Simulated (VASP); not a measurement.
# MoS2 (R3m) in VASP: a series of runs

The runs below take MoS2 through single point, with PBE+D3(BJ).

Everything below comes from runs of VASP 6.6.1. Logs are shortened: lines on timing, memory, paths and dates and some standing lists are left out, and cuts for length are marked.

## Step 1: The cell of the first run

It takes space group R3m (No. 160, trigonal). The conventional cell has a = 2.914 Å, b = 2.914 Å, c = 19.947 Å, α = 90.00°, β = 90.00°, γ = 120.00°. Within 3.2 Å of Mo (site symmetry 3m) lie 6 S at 2.41 to 2.42 Å and 6 Mo at 2.91 Å. Within 3.2 Å of S (site symmetry 3m) lie 3 Mo at 2.41 Å and 6 S at 2.91 Å. Within 3.2 Å of S (site symmetry 3m) lie 3 Mo at 2.42 Å and 6 S at 2.91 Å.

## Step 2: Single point, PBE+D3(BJ) (16.30 Å³/atom)

INCAR reads:

```
SYSTEM = MoS2
PREC = Accurate
ENCUT = 520
EDIFF = 1E-6
ISMEAR = 0
SIGMA = 0.05
LREAL = .FALSE.
LASPH = .TRUE.
NELM = 60
ALGO = Normal
ISIF = 2
LWAVE = .FALSE.
LCHARG = .TRUE.
GGA = PE
IVDW = 12
LELF = .TRUE.
LVHAR = .TRUE.
NBANDS = 20
```

KPOINTS reads:

```
Automatic mesh
0
G
  12 12 12
  0 0 0
```

POSCAR reads:

```
MoS2
1.0
    1.4569024129      0.8411430003      6.6489141054
   -1.4569024129      0.8411430003      6.6489141054
    0.0000000000     -1.6822860006      6.6489141054
Mo S
1 2
Direct
    0.0000172156      0.0000172156      0.0000172156
    0.7535368444      0.7535368444      0.7535368444
    0.5797459400      0.5797459400      0.5797459400
```

Potentials or basis: VASP PAW PBE potentials, release 64 (Mo_sv, S).

Launch:

```bash
cat potpaw_PBE.64/Mo_sv/POTCAR potpaw_PBE.64/S/POTCAR > POTCAR
mpirun -np 1 vasp_std > vasp.out
```

OUTCAR:

```text
SYSTEM = MoS2
   PREC = Accurate
   ENCUT = 520
   EDIFF = 1E-6
   ISMEAR = 0
   LREAL = .FALSE.
   LASPH = .TRUE.
   NELM = 60
   ISIF = 2
   GGA = PE
   IVDW = 12
 IVDW          = 12

 ion  position               nearest neighbor table
   1  0.000  0.000  0.000-   2 2.41   2 2.41   2 2.41   3 2.42   3 2.42   3 2.42
   2  0.754  0.754  0.754-   1 2.41   1 2.41   1 2.41
   3  0.580  0.580  0.580-   1 2.42   1 2.42   1 2.42

  LATTYP: Found a trigonal (rhomboedric) cell.
 ALAT       =     6.8584360439
 COS(alpha) =     0.9097513458

  Lattice vectors:

 A1 = (   1.4569024129,   0.8411430003,   6.6489141054)
 A2 = (  -1.4569024129,   0.8411430003,   6.6489141054)
 A3 = (   0.0000000000,  -1.6822860006,   6.6489141054)

Analysis of symmetry for initial positions (statically):
=====================================================================
 Subroutine PRICEL returns:
 Original cell was already a primitive cell.

 Routine SETGRP: Setting up the symmetry group for a
 trigonal (rhombohedral) supercell.

 Subroutine GETGRP returns: Found  6 space group operations
 (whereof  6 operations were pure point group operations)
 out of a pool of 12 trial point group operations.

The static configuration has the point symmetry C_3v.

Analysis of symmetry for dynamics (positions and initial velocities):
=====================================================================
 Subroutine PRICEL returns:
 Original cell was already a primitive cell.

 Routine SETGRP: Setting up the symmetry group for a
 trigonal (rhombohedral) supercell.

 Subroutine GETGRP returns: Found  6 space group operations
 (whereof  6 operations were pure point group operations)
 out of a pool of 12 trial point group operations.

The dynamic configuration has the point symmetry C_3v.

 Subroutine INISYM returns: Found  6 space group operations
 (whereof  6 operations are pure point group operations),
 and found     1 'primitive' translations

----------------------------------------------------------------------------------------

                                     Primitive cell

  volume of cell :      48.8880

  direct lattice vectors                    reciprocal lattice vectors
     1.456902413  0.841143000  6.648914105     0.343193886  0.198143082  0.050133500
    -1.456902413  0.841143000  6.648914105    -0.343193886  0.198143082  0.050133500
     0.000000000 -1.682286001  6.648914105     0.000000000 -0.396286164  0.050133500

  length of vectors
     6.858436044  6.858436044  6.858436044     0.399444730  0.399444730  0.399444729

  position of ions in fractional coordinates (direct lattice)
     0.000017216  0.000017216  0.000017216
     0.753536844  0.753536844  0.753536844
     0.579745940  0.579745940  0.579745940

  ion indices of the primitive-cell ions
   primitive index   ion index
                 1           1
                 2           2
                 3           3

----------------------------------------------------------------------------------------

 KPOINTS: Automatic mesh

Automatic generation of k-mesh.
 Grid dimensions read from file:
 generate k-points for:   12   12   12

 Generating k-lattice:

  Cartesian coordinates                     Fractional coordinates (reciprocal lattice)
     0.028599490  0.016511924  0.004177792     0.083333333  0.000000000 -0.000000000
    -0.028599490  0.016511924  0.004177792     0.000000000  0.083333333 -0.000000000
     0.000000000 -0.033023847  0.004177792    -0.000000000 -0.000000000  0.083333333

  Length of vectors
     0.033287061  0.033287061  0.033287061

  Shift w.r.t. Gamma in fractional coordinates (k-lattice)
     0.000000000  0.000000000  0.000000000

 Subroutine IBZKPT returns following result:
 ===========================================

 Found    189 irreducible k-points:

 Following reciprocal coordinates:
            Coordinates               Weight
  0.000000  0.000000  0.000000      1.000000
  0.083333  0.000000  0.000000      6.000000
  0.166667  0.000000  0.000000      6.000000
  0.250000  0.000000 -0.000000      6.000000
  0.333333  0.000000 -0.000000      6.000000
  0.416667  0.000000  0.000000      6.000000
[... 16 lines left out ...]
  0.500000  0.166667 -0.000000     12.000000
 -0.416667  0.166667  0.000000     12.000000
 [... further k-points ...]
   k-points           NKPTS =    189   k-points in BZ     NKDIM =    189   number of bands    NBANDS=     20
   number of dos      NEDOS =    301   number of ions     NIONS =      3
   total plane-waves  NPLWV = 157464
   dimension x,y,z NGX =    54 NGY =   54 NGZ =   54
   dimension x,y,z NGXF=   108 NGYF=  108 NGZF=  108
   ions per type =               1   2
   NGX,Y,Z   is equivalent  to a cutoff of  13.09, 13.09, 13.09 a.u.
   NGXF,Y,Z  is equivalent  to a cutoff of  26.18, 26.18, 26.18 a.u.
 SYSTEM =  MoS2
   PREC   = accura    normal or accurate (medium, high low for compatibility)
   ISTART =      0    job   : 0-new  1-cont  2-samecut
   ICHARG =      2    charge: 1-file 2-atom 10-const
   ISPIN  =      1    spin polarized calculation?
   LNONCOLLINEAR =      F non collinear calculations
   LSORBIT =      F    spin-orbit coupling
   LASPH  =      T    aspherical Exc in radial PAW
   ENCUT  =  520.0 eV  38.22 Ry    6.18 a.u.  12.75 12.75 12.75*2*pi/ulx,y,z
   NELM   =     60;   NELMIN=  2; NELMDL= -5     # of ELM steps
   EDIFF  = 0.1E-05   stopping-criterion for ELM
   LREAL  =      F    real-space projection
   EDIFFG = 0.1E-04   stopping-criterion for IOM
   NSW    =      0    number of steps for IOM
   IBRION =     -1    ionic relax: 0-MD 1-quasi-New 2-CG
   NFREE  =      0    steps in history (QN), initial steepest desc. (CG)
   ISIF   =      2    stress and relaxation
   ISYM   =      2    0-nonsym 1-usesym 2-fastsym
   POTIM  = 0.5000    time-step for ionic-motion
   TEBEG  =    0.0;   TEEND  =   0.0 temperature during run
   PSTRESS=    0.0 pullay stress
   NELECT =      26.0000    total number of electrons
   NUPDOWN=      -1.0000    fix difference up-down
   EMIN   =  10.00;   EMAX   =-10.00  energy-range for DOS
   EFERMI =   0.00;   METHOD = LEGACY
   ISMEAR =     0;   SIGMA  =   0.05  broadening in eV -4-tet -1-fermi 0-gaus
   EFERMI_NEDOS =   21; number of points for ismear=-14 and -15
   IALGO  =     38    algorithm
   IMIX   =      4    mixing-type and parameters
     AMIX     =   0.40;   BMIX     =  1.00
     AMIX_MAG =   1.60;   BMIX_MAG =  1.00
  volume/ion in A,a.u.               =      16.30       109.97
  Fermi-wavevector in a.u.,A,eV,Ry     =   1.326372  2.506479 23.936205  1.759261
  Thomas-Fermi vector in A             =   2.455763
   LORBIT       =      0    0 simple, 1 ext, 2 COOP (PROOUT), +10 PAW based schemes
   GGA     = PE    functional components
   LHFCALC =     F    Hartree Fock is set to
   AEXX    =    0.0000 exact exchange contribution
   IVDW    =    12    specifies the selected vdW correction
   LEPSILON=     F    determine dielectric tensor
   LRPA    =     F    only Hartree local field effects (RPA)
 non-spin polarized calculation
 Gauss-broadening in eV      SIGMA  =   0.05
  energy-cutoff  :      520.00
  volume of cell :       48.89
 maximum number of plane-waves:      1356
 NGX is ok and might be reduce to    54
   NGX = 25   NGY = 25   NGZ = 25

 number of electron      26.0000000 magnetization

 Free energy of the ion-electron system (eV)
  ---------------------------------------------------
  ext. energy  EPLUGINS =         0.00000000
  ---------------------------------------------------
  free energy    TOTEN  =       -20.94928855 eV

  energy without entropy =      -20.94928855  energy(sigma->0) =      -20.94928855

 E-fermi :   8.5212     XC(G=0): -11.3020

 val. band max:        8.1026178504   @ k =   0.5000   0.0000  -0.0000
 cond. band min:       8.8812479931   @ k =  -0.1667   0.1667   0.0000
 fundamental gap:      0.7786301427
 Fermi energy:         8.5211670318

 k-point     1 :       0.0000    0.0000    0.0000
  band No.  band energies     occupation
      1     -52.6277      2.00000
      2     -26.9201      2.00000
      3     -26.3004      2.00000
      4     -26.3004      2.00000
      5      -6.9174      2.00000
      6      -5.6356      2.00000
[... 12 lines left out ...]
     19      16.6378      0.00000
     20      18.0325      0.00000

 k-point     2 :       0.0833    0.0000    0.0000
  band No.  band energies     occupation
      1     -52.6204      2.00000
      2     -26.9090      2.00000
      3     -26.3581      2.00000
      4     -26.3133      2.00000
      5      -6.7771      2.00000
      6      -5.5576      2.00000
[... 12 lines left out ...]
     19      17.0610      0.00000
     20      18.5313      0.00000

 k-point     3 :       0.1667    0.0000    0.0000
  band No.  band energies     occupation
      1     -52.6003      2.00000
      2     -26.8786      2.00000
      3     -26.5136      2.00000
      4     -26.3484      2.00000
      5      -6.3705      2.00000
      6      -5.3313      2.00000
[... 12 lines left out ...]
     19      18.1246      0.00000
     20      18.3243      0.00000

 k-point     4 :       0.2500    0.0000   -0.0000
  band No.  band energies     occupation
      1     -52.5727      2.00000
      2     -26.8367      2.00000
      3     -26.7214      2.00000
      4     -26.3960      2.00000
      5      -5.7422      2.00000
      6      -4.9839      2.00000
[... 429 lines left out ...]
 k-point    23 :       0.5000    0.1667   -0.0000
  band No.  band energies     occupation
      1     -52.5171      2.00000
      2     -27.0193      2.00000
      3     -26.7522      2.00000
      4     -26.6007      2.00000
      5      -4.1199      2.00000
      6      -3.9473      2.00000
[... 12 lines left out ...]
     19      17.0909      0.00000
     20      17.8764      0.00000

 k-point    24 :      -0.4167    0.1667    0.0000
  band No.  band energies     occupation
      1     -52.5106      2.00000
      2     -27.0543      2.00000
      3     -26.7424      2.00000
      4     -26.6231      2.00000
      5      -3.9379      2.00000
      6      -3.6992      2.00000
[... 12 lines left out ...]
     19      17.4151      0.00000
     20      17.7470      0.00000

 [... further k-points ...]

------------------------ aborting loop because EDIFF is reached ----------------------------------------

 Edisp (eV)   -1.39685

 E8    (eV) :    -0.5639

  FORCE on cell =-STRESS in cart. coord.  units (eV):
  Direction    XX          YY          ZZ          XY          YZ          ZX
  --------------------------------------------------------------------------------------
  -------------------------------------------------------------------------------------
  Total       6.30612     6.30612    -5.21159     0.00000     0.00000     0.00000
  in kB     206.66676   206.66676  -170.79649     0.00000     0.00000     0.00000
  external pressure =       80.85 kB  Pullay stress =        0.00 kB

 VOLUME and BASIS-vectors are now :
 -----------------------------------------------------------------------------
  energy-cutoff  :      520.00
  volume of cell :       48.89
      direct lattice vectors                 reciprocal lattice vectors
     1.456902413  0.841143000  6.648914105     0.343193886  0.198143082  0.050133500
    -1.456902413  0.841143000  6.648914105    -0.343193886  0.198143082  0.050133500
     0.000000000 -1.682286001  6.648914105     0.000000000 -0.396286164  0.050133500

 POSITION                                       TOTAL-FORCE (eV/Angst)
 -----------------------------------------------------------------------------------
      0.00000      0.00000      0.00034         0.000000      0.000000     -0.009227
      0.00000      0.00000     15.03061         0.000000     -0.000000     -1.334935
      0.00000      0.00000     11.56404         0.000000      0.000000      1.344162
 -----------------------------------------------------------------------------------
    total drift:                                0.000000     -0.000000      0.000082

  FREE ENERGIE OF THE ION-ELECTRON SYSTEM (eV)
  ---------------------------------------------------
  free  energy   TOTEN  =       -22.3461419650 eV

  energy  without entropy=      -22.3461419650  energy(sigma->0) =      -22.34614196
```

Run time: 17 min. Hardware: 1 thread of Intel Xeon Platinum 8259CL at 2.50GHz (Skylake/Cascade Lake), shared host; peak memory 0.46 GiB.

What came out:

```yaml
Free_energy: -22.3461 eV
Pressure: 8.1 GPa
Largest_force: 1.344 eV/Å
Band_gap_on_the_k_mesh: 0.78 eV (least direct gap 1.39 eV)
Dispersion_energy_per_atom: -0.466 eV
```

Forces on the atoms (eV/Å):
```
Mo   0.000  0.000 -0.009
S    0.000  0.000 -1.335
S    0.000  0.000  1.344
```

Stress tensor (GPa, compression positive):
```
 20.67   0.00   0.00
  0.00  20.67   0.00
  0.00   0.00 -17.08
```

Caveat: the cell stands under pressure; forces of over 1 eV/Å act on the atoms, so gaps and moduli don't describe the material at rest. PBE gaps usually lie below the measured ones, often by a third to a half.

## Step 3: Single point, PBE+D3(BJ) (16.30 Å³/atom)

INCAR reads:

```
  PREC = Accurate
  ENCUT = 520
  EDIFF = 1E-7
  ISMEAR = 0
  SIGMA = 0.05
  LREAL = False
  LASPH = True
  NELM = 100
  ALGO = Normal
  ISIF = 2
  LWAVE = False
  LCHARG = False
  GGA = PE
  IVDW = 12
  NBANDS = 20
```

KPOINTS reads:

```
regular mesh
0
Gamma
  12 12 12
```

POSCAR reads:

```
MoS2
1.0
    1.5796371451      0.9120039309      5.6558381434
   -1.5796371451      0.9120039309      5.6558381434
    0.0000000000     -1.8240078619      5.6558381434
Mo S
1 2
Direct
    0.0000172156      0.0000172156      0.0000172156
    0.7535368444      0.7535368444      0.7535368444
    0.5797459400      0.5797459400      0.5797459400
```

Potentials or basis: VASP PAW PBE potentials, release 64 (Mo_sv, S).

Launch:

```bash
cat potpaw_PBE.64/Mo_sv/POTCAR potpaw_PBE.64/S/POTCAR > POTCAR
mpirun -np 1 vasp_std > vasp.out
```

Wall time 9.9 min (1 thread of Intel Xeon Platinum 8259CL at 2.50GHz (Skylake/Cascade Lake), shared host); peak memory 0.43 GiB.

The run converged. Its results:

```yaml
Free_energy: -22.9246 eV
Pressure: 10.4 GPa
Largest_force: 1.712 eV/Å
Band_gap_on_the_k_mesh: 0.14 eV (least direct gap 1.57 eV)
Dispersion_energy_per_atom: -0.466 eV
```

Forces on the atoms (eV/Å):
```
Mo   0.000  0.000  0.002
S    0.000  0.000  1.710
S    0.000  0.000 -1.712
```

Stress tensor (GPa, compression positive):
```
 6.16  0.00  0.00
 0.00  6.16  0.00
 0.00  0.00 18.74
```

Levels at points of the mesh, in eV from the valence-band top:
```tsv
k point	band 11	band 12	band 13	band 14	band 15	band 16
(0.00, 0.00, 0.00)	-3.24	-1.54	-0.98	1.40	1.40	2.15
(0.50, 0.00, 0.00)	-2.62	-2.39	-2.08	0.98	1.46	3.00
(0.50, 0.50, 0.00)	-3.48	-2.76	-1.92	0.87	1.58	2.59
(0.50, 0.50, 0.50)	-3.17	-3.17	0.00	1.60	1.60	1.86
```

Caveat: the cell stands under pressure; forces of over 1 eV/Å act on the atoms, so gaps and moduli don't describe the material at rest.

## Step 4: Single point, PBE+D3(BJ) (16.30 Å³/atom)

INCAR reads:

```
SYSTEM = MoS2
PREC = Accurate
ENCUT = 520
EDIFF = 1E-6
ISMEAR = 0
SIGMA = 0.05
LREAL = .FALSE.
LASPH = .TRUE.
NELM = 80
ALGO = Normal
ISIF = 2
LWAVE = .FALSE.
LCHARG = .FALSE.
GGA = PE
IVDW = 12
NBANDS = 20
```

KPOINTS reads:

```
Automatic mesh
0
G
  12 12 12
  0 0 0
```

POSCAR reads:

```
MoS2
1.0
    1.5480176554      0.8937484100      5.8892478022
   -1.5480176554      0.8937484100      5.8892478022
    0.0000000000     -1.7874968201      5.8892478022
Mo S
1 2
Direct
    0.0000172156      0.0000172156      0.0000172156
    0.7535368444      0.7535368444      0.7535368444
    0.5797459400      0.5797459400      0.5797459400
```

Launch:

```bash
cat potpaw_PBE.64/Mo_sv/POTCAR potpaw_PBE.64/S/POTCAR > POTCAR
mpirun -np 1 vasp_std > vasp.out
```

Wall time 9.9 min (1 thread of Intel Xeon Platinum 8259CL at 2.50GHz (Skylake/Cascade Lake), shared host); peak memory 0.43 GiB.

Results (log left out):

| Property | Result |
| --- | --- |
| Free energy | -23.0088 eV |
| Pressure | 9.5 GPa |
| Largest force | 0.929 eV/Å |
| Band gap on the k mesh | 0.75 eV (least direct gap 1.91 eV) |
| Dispersion energy per atom | -0.466 eV |

Forces on the atoms (eV/Å):
```
Mo   0.000  0.000  0.000
S    0.000  0.000  0.929
S    0.000  0.000 -0.929
```

Stress tensor (GPa, compression positive):
```
 9.19  0.00  0.00
 0.00  9.19  0.00
 0.00  0.00 10.17
```

Levels at points of the mesh, in eV from the valence-band top:
| k point | band 9 | band 10 | band 11 | band 12 | band 13 | band 14 | band 15 | band 16 | band 17 | band 18 |
| --- | --- | --- | --- | --- | --- | --- | --- | --- | --- | --- |
| (0.00, 0.00, 0.00) | -3.66 | -2.48 | -2.48 | -1.57 | -1.15 | 2.00 | 2.00 | 2.51 | 2.51 | 5.71 |
| (0.50, 0.00, 0.00) | -5.45 | -4.34 | -2.56 | -1.74 | -1.68 | 1.67 | 2.04 | 3.42 | 3.57 | 5.32 |
| (0.50, 0.50, 0.00) | -5.09 | -4.22 | -3.33 | -1.99 | -1.50 | 1.60 | 2.22 | 2.99 | 4.10 | 6.07 |
| (0.50, 0.50, 0.50) | -3.69 | -3.69 | -2.43 | -2.43 | 0.00 | 2.15 | 2.15 | 2.30 | 2.30 | 5.69 |

Caveat: the cell stands under pressure. A hybrid or GW would open this gap; PBE tends to underestimate it.

## Step 5: Single point, PBE+D3(BJ) (16.30 Å³/atom)

INCAR reads:

```
PREC     = Accurate       # precision mode
ENCUT    = 520            # plane-wave cutoff, eV
EDIFF    = 1E-6           # SCF threshold, eV
ISMEAR   = 0              # smearing method
SIGMA    = 0.05           # smearing width, eV
LREAL    = False          # projectors in reciprocal space
LASPH    = True           # aspherical terms in the spheres
NELM     = 60             # most SCF steps
ALGO     = Normal         # electronic algorithm
ISIF     = 2              # what is computed and relaxed
LWAVE    = False          # write WAVECAR
LCHARG   = False          # write CHGCAR
GGA      = PE             # functional
IVDW     = 12             # dispersion correction
NBANDS   = 20             # bands
```

KPOINTS reads:

```
Automatic mesh
0
Gamma
  12 12 12
```

POSCAR reads:

```
MoS2
1.0
    1.4866600321      0.8583235697      6.3854030592
   -1.4866600321      0.8583235697      6.3854030592
    0.0000000000     -1.7166471395      6.3854030591
Mo S
1 2
Direct
    0.0000172156      0.0000172156      0.0000172156
    0.7535368444      0.7535368444      0.7535368444
    0.5797459400      0.5797459400      0.5797459400
```

Launch:

```bash
cat potpaw_PBE.64/Mo_sv/POTCAR potpaw_PBE.64/S/POTCAR > POTCAR
mpirun -np 1 vasp_std > vasp.out
```

Wall time 12 min (1 thread of Intel Xeon Platinum 8259CL at 2.50GHz (Skylake/Cascade Lake), shared host); peak memory 0.45 GiB.

Results (log left out):

```yaml
Free_energy: -22.7278 eV
Pressure: 8.3 GPa
Largest_force: 0.616 eV/Å
Band_gap_on_the_k_mesh: 1.08 eV (least direct gap 1.78 eV)
Dispersion_energy_per_atom: -0.465 eV
```

Forces on the atoms (eV/Å):
```
Mo   0.000  0.000 -0.006
S    0.000  0.000 -0.610
S    0.000  0.000  0.616
```

Stress tensor (GPa, compression positive):
```
16.37  0.00  0.00
 0.00 16.37  0.00
 0.00  0.00 -7.82
```

Levels at points of the mesh, in eV from the valence-band top:
```tsv
k point	band 11	band 12	band 13	band 14	band 15	band 16
(0.00, 0.00, 0.00)	-1.40	-0.77	-0.77	3.26	3.26	3.36
(0.50, 0.00, 0.00)	-2.36	-1.02	-0.25	2.84	3.17	4.21
(0.50, 0.50, 0.00)	-2.79	-0.73	-0.45	3.10	3.14	3.75
(0.50, 0.50, 0.50)	-0.75	-0.75	-0.21	3.24	3.24	3.35
```

Caveat: the cell stands under pressure.

## Step 6: Summary

```csv
cell,gap on the mesh (eV),pressure (GPa),largest force (eV/Å)
"a = 6.858 Å, angles 24.5°, 3 atoms",0.78,8.1,1.34
"a = 5.943 Å, angles 30.8°, 3 atoms",0.14,10.4,1.71
"a = 6.155 Å, angles 29.1°, 3 atoms",0.75,9.5,0.93
"a = 6.612 Å, angles 26.0°, 3 atoms",1.08,8.3,0.62
```

Alike in all rows: task single point; level PBE+D3(BJ); potentials or basis VASP PAW PBE potentials, release 64 (Mo_sv, S); no spin polarisation; k mesh 12 × 12 × 12; cutoff (eV) 520; smearing gaussian 0.05 eV.

Caveats: the cell stands under pressure; forces of over 1 eV/Å act on the atoms, so gaps and moduli don't describe the material at rest (at least some runs).

Absolute energies hang on the potentials; compare differences alone.
